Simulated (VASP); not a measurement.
# Ga2TeO2 (I4/mmm) in VASP: a series of runs

Runs on Ga2TeO2. Level: PBE. Tasks: single point.

All numbers are computed with VASP 6.6.1; they aren't measurements. Logs are shortened: lines on timing, memory, paths and dates and some standing lists are left out, and cuts for length are marked.

### Step 1. The cell of the first run

It takes space group I4/mmm (No. 139, tetragonal). The conventional cell has a = 5.513 Å, b = 5.513 Å, c = 6.499 Å, α = 90.00°, β = 90.00°, γ = 90.00°. Ga (site symmetry -4m2) has 2 O at 1.62 Å within 2.2 Å. Te (site symmetry 4/mmm) has 4 O at 2.76 Å and 8 Ga at 3.20 Å within 3.6 Å. Within 2.2 Å of O (site symmetry mmm) lie 2 Ga at 1.62 Å.

The cell was generated, and may not be a known phase.

### Step 2. Single point, PBE

INCAR reads:

```
PREC     = Accurate       # precision mode
ENCUT    = 520            # plane-wave cutoff, eV
EDIFF    = 1E-6           # SCF threshold, eV
ISMEAR   = 0              # smearing method
SIGMA    = 0.1            # smearing width, eV
LREAL    = False          # projectors in reciprocal space
LASPH    = True           # aspherical terms in the spheres
NELM     = 60             # most SCF steps
ALGO     = Normal         # electronic algorithm
ISIF     = 2              # what is computed and relaxed
LWAVE    = False          # write WAVECAR
LCHARG   = True           # write CHGCAR
GGA      = PE             # functional
LELF     = True           # ELF
LVHAR    = True         
NBANDS   = 30             # bands
```

KPOINTS reads:

```
Automatic mesh
0
Gamma
  4 4 4
```

POSCAR reads:

```
Ga2TeO2
1.0
   -2.7563397600      2.7563397600      3.2494879600
    2.7563397600     -2.7563397600      3.2494879600
    2.7563397600      2.7563397600     -3.2494879600
Ga Te O
2 1 2
Direct
    0.7500000000      0.2500000000      0.5000000000
    0.2500000000      0.7500000000      0.5000000000
    0.5000000000      0.5000000000      0.0000000000
    0.5000000000      0.0000000000      0.5000000000
    0.0000000000      0.5000000000      0.5000000000
```

Potentials or basis: VASP PAW PBE potentials, release 64 (Ga_d, Te, O).

Command:

```
cat potpaw_PBE.64/Ga_d/POTCAR potpaw_PBE.64/Te/POTCAR potpaw_PBE.64/O/POTCAR > POTCAR
mpirun -np 1 vasp_std > vasp.out
```

OUTCAR:

```text
PREC = Accurate
   ENCUT = 520
   EDIFF = 1E-6
   ISMEAR = 0
   LREAL = False
   LASPH = True
   NELM = 60
   ISIF = 2
   GGA = PE

 ion  position               nearest neighbor table
   1  0.750  0.250  0.500-   4 1.62   5 1.62   3 3.20   3 3.20   3 3.20   3 3.20
   2  0.250  0.750  0.500-   4 1.62   5 1.62   3 3.20   3 3.20   3 3.20   3 3.20
   3  0.500  0.500  0.000-   4 2.76   5 2.76   4 2.76   5 2.76   1 3.20   2 3.20   1 3.20   2 3.20
                             2 3.20   2 3.20   1 3.20   1 3.20
   4  0.500  0.000  0.500-   1 1.62   2 1.62   3 2.76   3 2.76
   5  0.000  0.500  0.500-   1 1.62   2 1.62   3 2.76   3 2.76

  LATTYP: Found a body centered tetragonal cell.
 ALAT       =     5.5126795200
 C/A-ratio  =     1.1789141553

  Lattice vectors:

 A1 = (  -2.7563397600,   2.7563397600,   3.2494879600)
 A2 = (   2.7563397600,  -2.7563397600,   3.2494879600)
 A3 = (   2.7563397600,   2.7563397600,  -3.2494879600)

Analysis of symmetry for initial positions (statically):
=====================================================================
 Subroutine PRICEL returns:
 Original cell was already a primitive cell.

 Routine SETGRP: Setting up the symmetry group for a
 body centered tetragonal supercell.

 Subroutine GETGRP returns: Found 16 space group operations
 (whereof 16 operations were pure point group operations)
 out of a pool of 16 trial point group operations.

The static configuration has the point symmetry D_4h.

Analysis of symmetry for dynamics (positions and initial velocities):
=====================================================================
 Subroutine PRICEL returns:
 Original cell was already a primitive cell.

 Routine SETGRP: Setting up the symmetry group for a
 body centered tetragonal supercell.

 Subroutine GETGRP returns: Found 16 space group operations
 (whereof 16 operations were pure point group operations)
 out of a pool of 16 trial point group operations.

The dynamic configuration has the point symmetry D_4h.

 Subroutine INISYM returns: Found 16 space group operations
 (whereof 16 operations are pure point group operations),
 and found     1 'primitive' translations

----------------------------------------------------------------------------------------

                                     Primitive cell

  volume of cell :      98.7508

  direct lattice vectors                    reciprocal lattice vectors
    -2.756339760  2.756339760  3.249487960     0.000000000  0.181399988  0.153870396
     2.756339760 -2.756339760  3.249487960     0.181399988  0.000000000  0.153870396
     2.756339760  2.756339760 -3.249487960     0.181399988  0.181399988  0.000000000

  length of vectors
     5.074838889  5.074838889  5.074838889     0.237869827  0.237869827  0.256538324

  position of ions in fractional coordinates (direct lattice)
     0.750000000  0.250000000  0.500000000
     0.250000000  0.750000000  0.500000000
     0.500000000  0.500000000  0.000000000
     0.500000000  0.000000000  0.500000000
     0.000000000  0.500000000  0.500000000

  ion indices of the primitive-cell ions
   primitive index   ion index
                 1           1
                 2           2
                 3           3
                 4           4
                 5           5

----------------------------------------------------------------------------------------

 KPOINTS: Automatic mesh

Automatic generation of k-mesh.
 Grid dimensions read from file:
 generate k-points for:    4    4    4

 Generating k-lattice:

  Cartesian coordinates                     Fractional coordinates (reciprocal lattice)
     0.000000000  0.045349997  0.038467599     0.250000000  0.000000000  0.000000000
     0.045349997  0.000000000  0.038467599     0.000000000  0.250000000  0.000000000
     0.045349997  0.045349997  0.000000000     0.000000000  0.000000000  0.250000000

  Length of vectors
     0.059467457  0.059467457  0.064134581

  Shift w.r.t. Gamma in fractional coordinates (k-lattice)
     0.000000000  0.000000000  0.000000000

 Subroutine IBZKPT returns following result:
 ===========================================

 Found     13 irreducible k-points:

 Following reciprocal coordinates:
            Coordinates               Weight
  0.000000  0.000000  0.000000      1.000000
  0.250000  0.000000  0.000000      8.000000
  0.500000  0.000000  0.000000      4.000000
  0.250000  0.250000  0.000000      8.000000
  0.500000  0.250000  0.000000     16.000000
 -0.250000  0.250000  0.000000      4.000000
  0.500000  0.500000  0.000000      2.000000
  0.250000  0.250000  0.250000      2.000000
 -0.250000  0.250000  0.250000      4.000000
  0.500000  0.500000  0.250000      4.000000
 -0.250000  0.500000  0.250000      8.000000
 -0.250000 -0.250000  0.250000      2.000000
  0.500000  0.500000  0.500000      1.000000
   k-points           NKPTS =     13   k-points in BZ     NKDIM =     13   number of bands    NBANDS=     30
   number of dos      NEDOS =    301   number of ions     NIONS =      5
   total plane-waves  NPLWV =  64000
   dimension x,y,z NGX =    40 NGY =   40 NGZ =   40
   dimension x,y,z NGXF=    80 NGYF=   80 NGZF=   80
   ions per type =               2   1   2
   NGX,Y,Z   is equivalent  to a cutoff of  13.10, 13.10, 13.10 a.u.
   NGXF,Y,Z  is equivalent  to a cutoff of  26.21, 26.21, 26.21 a.u.
 SYSTEM =  unknown system
   PREC   = accura    normal or accurate (medium, high low for compatibility)
   ISTART =      0    job   : 0-new  1-cont  2-samecut
   ICHARG =      2    charge: 1-file 2-atom 10-const
   ISPIN  =      1    spin polarized calculation?
   LNONCOLLINEAR =      F non collinear calculations
   LSORBIT =      F    spin-orbit coupling
   LASPH  =      T    aspherical Exc in radial PAW
   ENCUT  =  520.0 eV  38.22 Ry    6.18 a.u.   9.44  9.44  9.44*2*pi/ulx,y,z
   NELM   =     60;   NELMIN=  2; NELMDL= -5     # of ELM steps
   EDIFF  = 0.1E-05   stopping-criterion for ELM
   LREAL  =      F    real-space projection
   EDIFFG = 0.1E-04   stopping-criterion for IOM
   NSW    =      0    number of steps for IOM
   IBRION =     -1    ionic relax: 0-MD 1-quasi-New 2-CG
   NFREE  =      0    steps in history (QN), initial steepest desc. (CG)
   ISIF   =      2    stress and relaxation
   ISYM   =      2    0-nonsym 1-usesym 2-fastsym
   POTIM  = 0.5000    time-step for ionic-motion
   TEBEG  =    0.0;   TEEND  =   0.0 temperature during run
   PSTRESS=    0.0 pullay stress
   NELECT =      44.0000    total number of electrons
   NUPDOWN=      -1.0000    fix difference up-down
   EMIN   =  10.00;   EMAX   =-10.00  energy-range for DOS
   EFERMI =   0.00;   METHOD = LEGACY
   ISMEAR =     0;   SIGMA  =   0.10  broadening in eV -4-tet -1-fermi 0-gaus
   EFERMI_NEDOS =   21; number of points for ismear=-14 and -15
   IALGO  =     38    algorithm
   IMIX   =      4    mixing-type and parameters
     AMIX     =   0.40;   BMIX     =  1.00
     AMIX_MAG =   1.60;   BMIX_MAG =  1.00
  volume/ion in A,a.u.               =      19.75       133.28
  Fermi-wavevector in a.u.,A,eV,Ry     =   1.250390  2.362895 21.272380  1.563476
  Thomas-Fermi vector in A             =   2.384387
   LORBIT       =      0    0 simple, 1 ext, 2 COOP (PROOUT), +10 PAW based schemes
   GGA     = PE    functional components
   LHFCALC =     F    Hartree Fock is set to
   AEXX    =    0.0000 exact exchange contribution
   IVDW    =     0    specifies the selected vdW correction
   LEPSILON=     F    determine dielectric tensor
   LRPA    =     F    only Hartree local field effects (RPA)
 non-spin polarized calculation
 Gauss-broadening in eV      SIGMA  =   0.10
  energy-cutoff  :      520.00
  volume of cell :       98.75
 maximum number of plane-waves:      2682
 NGX is ok and might be reduce to    40
   NGX = 19   NGY = 19   NGZ = 19

 number of electron      43.9999981 magnetization

 Free energy of the ion-electron system (eV)
  ---------------------------------------------------
  ext. energy  EPLUGINS =         0.00000000
  ---------------------------------------------------
  free energy    TOTEN  =       -18.26341024 eV

  energy without entropy =      -18.23988919  energy(sigma->0) =      -18.25164971

 E-fermi :   4.8143     XC(G=0):  -9.3161

 val. band max:        4.8027923563   @ k =   0.2500   0.0000   0.0000
 cond. band min:       5.2844227956   @ k =   0.0000   0.0000   0.0000
 fundamental gap:      0.4816304393
 Fermi energy:         4.8143147900

 k-point     1 :       0.0000    0.0000    0.0000
  band No.  band energies     occupation
      1     -17.8585      2.00000
      2     -16.1213      2.00000
      3     -12.7247      2.00000
      4     -11.5916      2.00000
      5     -11.5916      2.00000
      6     -11.4801      2.00000
[... 22 lines left out ...]
     29      10.9242      0.00000
     30      10.9252      0.00000

 k-point     2 :       0.2500    0.0000    0.0000
  band No.  band energies     occupation
      1     -17.6776      2.00000
      2     -16.5040      2.00000
      3     -12.1880      2.00000
      4     -11.5586      2.00000
      5     -11.5559      2.00000
      6     -11.4740      2.00000
[... 22 lines left out ...]
     29      11.3852      0.00000
     30      11.4860      0.00000

 k-point     3 :       0.5000    0.0000    0.0000
  band No.  band energies     occupation
      1     -17.1762      2.00000
      2     -17.1721      2.00000
      3     -11.4874      2.00000
      4     -11.4763      2.00000
      5     -11.4655      2.00000
      6     -11.4638      2.00000
[... 22 lines left out ...]
     29      10.9404      0.00000
     30      11.9705      0.00000

 k-point     4 :       0.2500    0.2500    0.0000
  band No.  band energies     occupation
      1     -17.1936      2.00000
      2     -17.1545      2.00000
      3     -11.4913      2.00000
      4     -11.4714      2.00000
      5     -11.4709      2.00000
      6     -11.4685      2.00000
[... 253 lines left out ...]
     29       9.7392      0.00000
     30      11.7376      0.00000

 k-point    12 :      -0.2500   -0.2500    0.2500
  band No.  band energies     occupation
      1     -17.2154      2.00000
      2     -17.1371      2.00000
      3     -11.4818      2.00000
      4     -11.4779      2.00000
      5     -11.4779      2.00000
      6     -11.4762      2.00000
[... 22 lines left out ...]
     29       9.8091      0.00000
     30       9.8091      0.00000

 k-point    13 :       0.5000    0.5000    0.5000
  band No.  band energies     occupation
      1     -17.7845      2.00000
      2     -16.2172      2.00000
      3     -12.7259      2.00000
      4     -11.5740      2.00000
      5     -11.5740      2.00000
      6     -11.4886      2.00000
[... 22 lines left out ...]
     29       9.8821      0.00000
     30      12.0607      0.00000

------------------------ aborting loop because EDIFF is reached ----------------------------------------

  FORCE on cell =-STRESS in cart. coord.  units (eV):
  Direction    XX          YY          ZZ          XY          YZ          ZX
  --------------------------------------------------------------------------------------
  -------------------------------------------------------------------------------------
  Total        7.0974809      7.0974809     31.2357127      0.0000000     -0.0000000      0.0000000
  in kB      115.1527714    115.1527714    506.7824634      0.0000000     -0.0000000      0.0000000
  external PRESSURE =     245.6960021 kB  Pullay stress =       0.0000000 kB

 VOLUME and BASIS-vectors are now :
 -----------------------------------------------------------------------------
  energy-cutoff  :      520.00
  volume of cell :       98.75
      direct lattice vectors                 reciprocal lattice vectors
    -2.756339760  2.756339760  3.249487960     0.000000000  0.181399988  0.153870396
     2.756339760 -2.756339760  3.249487960     0.181399988  0.000000000  0.153870396
     2.756339760  2.756339760 -3.249487960     0.181399988  0.181399988  0.000000000

 POSITION                                       TOTAL-FORCE (eV/Angst)
 -----------------------------------------------------------------------------------
     -0.00000      2.75634      1.62474         0.000000     -0.000000      0.000000
      2.75634     -0.00000      1.62474        -0.000000      0.000000      0.000000
      0.00000      0.00000      3.24949         0.000000      0.000000     -0.000000
      0.00000      2.75634      0.00000         0.000000      0.000000     -0.000000
      2.75634      0.00000      0.00000         0.000000      0.000000     -0.000000
 -----------------------------------------------------------------------------------
    total drift:                                0.000000      0.000000     -0.000000

  FREE ENERGIE OF THE ION-ELECTRON SYSTEM (eV)
  ---------------------------------------------------
  free  energy   TOTEN  =       -18.2634102390 eV

  energy  without entropy=      -18.2398891904  energy(sigma->0) =      -18.25164971
```

It took 45 s on 1 thread of Intel Xeon Platinum 8488C (Sapphire Rapids), shared host; peak memory 0.25 GiB.

Results:

```
Free energy            : -18.2634 eV
Pressure               : 24.6 GPa
Band gap on the k mesh : zero (bands 22 and 23 overlap by 0.16 eV)
```

Stress tensor (GPa, compression positive):
```
11.52  0.00  0.00
 0.00 11.52  0.00
 0.00  0.00 50.68
```

Caveat: the k points lie up to 0.37 Å⁻¹ apart; semilocal functionals underestimate gaps, and a narrow one can read as zero; spin-orbit coupling is left out, which moves the levels of the heavy elements.

### Step 3. Single point, PBE

This run uses another cell than the first one, of 26.04 Å³/atom.

INCAR reads:

```
SYSTEM = Ga2TeO2
  PREC = Accurate
  ENCUT = 520
  EDIFF = 1E-6
  ISMEAR = 0
  SIGMA = 0.1
  LREAL = .False.
  LASPH = .True.
  NELM = 60
  ALGO = Normal
  ISIF = 2
  LWAVE = .False.
  LCHARG = .False.
  GGA = PE
  NBANDS = 30
```

KPOINTS reads:

```
regular mesh
0
Gamma
  4 4 4
  0 0 0
```

Edit POSCAR of step 2 so:

```diff
@@ -2,5 +2,5 @@
 1.0
-   -2.7563397600      2.7563397600      3.2494879600
-    2.7563397600     -2.7563397600      3.2494879600
-    2.7563397600      2.7563397600     -3.2494879600
+   -3.0031453311      3.0031453311      3.6096808762
+    3.0031453311     -3.0031453311      3.6096808762
+    3.0031453311      3.0031453311     -3.6096808762
 Ga Te O
```

Potentials or basis: VASP PAW PBE potentials, release 64 (Ga_d, Te, O).

Command:

```
cat potpaw_PBE.64/Ga_d/POTCAR potpaw_PBE.64/Te/POTCAR potpaw_PBE.64/O/POTCAR > POTCAR
mpirun -np 1 vasp_std > vasp.out
```

Wall time 50 s (1 thread of Intel Xeon Platinum 8488C (Sapphire Rapids), shared host); peak memory 0.27 GiB.

Results (log left out):

* Free energy: -20.2566 eV
* Pressure: 0.2 GPa
* Band gap on the k mesh: zero (bands 22 and 23 overlap by 0.28 eV)

Levels at points of the mesh, in eV from the Fermi level:
```
           k point  band 19  band 20  band 21  band 22  band 23  band 24  band 25  band 26
(0.00, 0.00, 0.00)    -3.68    -2.52    -1.43     0.24     0.24     0.70     0.70     3.22
(0.50, 0.00, 0.00)    -3.70    -2.08    -1.41    -0.03    -0.02     1.44     2.13     3.02
(0.50, 0.50, 0.00)    -3.27    -3.24    -2.46    -1.27     0.30     1.96     2.15     3.22
(0.50, 0.50, 0.50)    -3.38    -1.76    -1.60    -0.05    -0.05     2.94     2.94     3.22
```

Caveat: semilocal functionals underestimate gaps, and a narrow one can read as zero; spin-orbit coupling is left out, which moves the levels of the heavy elements.

The gap in the log of VASP goes by the Fermi energy; the results here count the filled bands.